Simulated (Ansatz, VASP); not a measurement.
**One calculation of TiAsS3, two programs**

INCAR

```
SYSTEM = TiAsS3
PREC = Accurate
ENCUT = 520
EDIFF = 1E-6
ISMEAR = 0
SIGMA = 0.1
LREAL = .False.
LASPH = .True.
NELM = 60
ALGO = Normal
ISIF = 2
LWAVE = .False.
LCHARG = .True.
GGA = PE
LELF = .True.
LVHAR = .True.
NBANDS = 26
```

KPOINTS

```
regular mesh
0
Gamma
  6 6 6
  0 0 0
```

Contents of POSCAR:

```
TiAsS3
1.0
    3.3737886980      1.9478578130      2.9842672244
   -3.3737886980      1.9478578130      2.9842672244
    0.0000000000     -3.8957156260      2.9842672244
Ti As S
1 1 3
Direct
    0.5307010151      0.5307010151      0.5307010151
    0.8485784089      0.8485784089      0.8485784089
    0.0382491769      0.5411835638      0.5411835638
    0.5411835638      0.5411835638      0.0382491769
    0.5411835638      0.0382491769      0.5411835638
```

Input for Ansatz:

```yaml
crystal:
  lattice:
    - [3.373788698, 1.947857813, 2.9842672244]
    - [-3.373788698, 1.947857813, 2.9842672244]
    - [0.0, -3.895715626, 2.9842672244]
  atoms:
    - { symbol: Ti, position: [0.5307010151, 0.5307010151, 0.5307010151] }
    - { symbol: As, position: [0.8485784089, 0.8485784089, 0.8485784089] }
    - { symbol: S, position: [0.0382491769, 0.5411835638, 0.5411835638] }
    - { symbol: S, position: [0.5411835638, 0.5411835638, 0.0382491769] }
    - { symbol: S, position: [0.5411835638, 0.0382491769, 0.5411835638] }
basis:
  ecutwfc: 420
kpoints:
  mp_grid: { grid: [6, 6, 6] }
hamiltonian:
  xc: pbe
scf:
  occupations: { method: gaussian, width: 0.1 }
  lower_state_search: "off"
output:
  forces: true
  stress: true
  eigenvalues: true
```

Change from the starting cell: the structure that the rattled cubic perovskite type (Pm-3m, No. 221) fell into.

Alike in both runs: task single point; functional PBE; k mesh 6 × 6 × 6; occupations gaussian, width 0.1 eV; no spin polarisation.

```csv
,VASP,Ansatz
version,VASP 6.6.1,Ansatz 0.2.0
potentials or method,"VASP PAW PBE potentials, release 64 (Ti_sv, As, S), cutoff 520 eV","scalar-relativistic, plane waves, PAW"
valence electrons in the cell,35,45
```

|  | VASP | Ansatz | Ansatz less VASP |
| --- | --- | --- | --- |
| gap on the k mesh at the Fermi level (eV) | none | none | - |
| pressure (GPa) | 0.1 | 0.0 | -0.03 |
| rms of the force components (eV/Å) | 0.007 | 0.003 | -0.0041 |

Atom by atom the forces differ by 0.008 eV/Å (rms over components). A gap of «none» marks a metal or a gap that the smearing closes. With one functional, cell and mesh, what is left measures potentials, basis and numerics. VASP's potentials hold 35 valence electrons a cell and Ansatz's 45, so a difference there can come from the potentials and not from the codes.
